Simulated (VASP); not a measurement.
Wanted: the native input for a VASP 6.6.1 run.

| Quantity | Value |
| --- | --- |
| Task | single point |
| Functional | PBEsol |
| Potentials or basis | VASP PAW PBE potentials, release 64 (Sn_d, Se) |
| Cutoff | 520 eV |
| k mesh | 7 × 7 × 7 |
| Occupations | fermi-dirac, width 0.01 eV |
| Spin | no spin polarisation |
| Dipole correction | no |
| Further INCAR settings | ALGO = Normal; EDIFF = 1e-07; NBANDS = 17 |

The structure of SnSe lies in POSCAR:

```
SnSe
1.0
   -0.0301000000      2.9949500000      2.9949500000
    2.9949500000     -0.0301000000      2.9949500000
    2.9949500000      2.9949500000     -0.0301000000
Sn Se
1 1
Direct
    0.0000000000      0.0000000000      0.0000000000
    0.5000000000      0.5000000000      0.5000000000
```

This cell differs from its parent crystal: equal xy, yz and zx shear strains of -1 %.

The input as run:

INCAR

```
PREC = Accurate ; ENCUT = 520
EDIFF = 1E-7 ; ISMEAR = -1
SIGMA = 0.01 ; LREAL = False
LASPH = True ; NELM = 100
ALGO = Normal ; ISIF = 2
LWAVE = False ; LCHARG = True
GGA = PS ; LELF = True
LVHAR = True ; NBANDS = 17
```

KPOINTS

```
regular mesh
0
Gamma
  7 7 7
```

Potentials or basis: VASP PAW PBE potentials, release 64 (Sn_d, Se).

Run with:

```console
$ cat potpaw_PBE.64/Sn_d/POTCAR potpaw_PBE.64/Se/POTCAR > POTCAR
$ mpirun -np 1 vasp_std > vasp.out
```

Results of the run:

| Property | Result |
| --- | --- |
| Pressure | -1.9 GPa |
| Band gap on the k mesh | 0.63 eV, indirect (least direct gap 0.71 eV) |

Caveat: the cell differs from its parent crystal (equal xy, yz and zx shear strains of -1 %); the PAW data sets were made with another functional, which shifts forces and pressure a little; spin-orbit coupling is left out, which moves the levels of the heavy elements.

Run time: 27 s on 1 thread of Intel(R) Xeon(R) Platinum 8259CL CPU @ 2.50GHz (Skylake/Cascade Lake), on a shared host, peak memory 0.2 GiB.
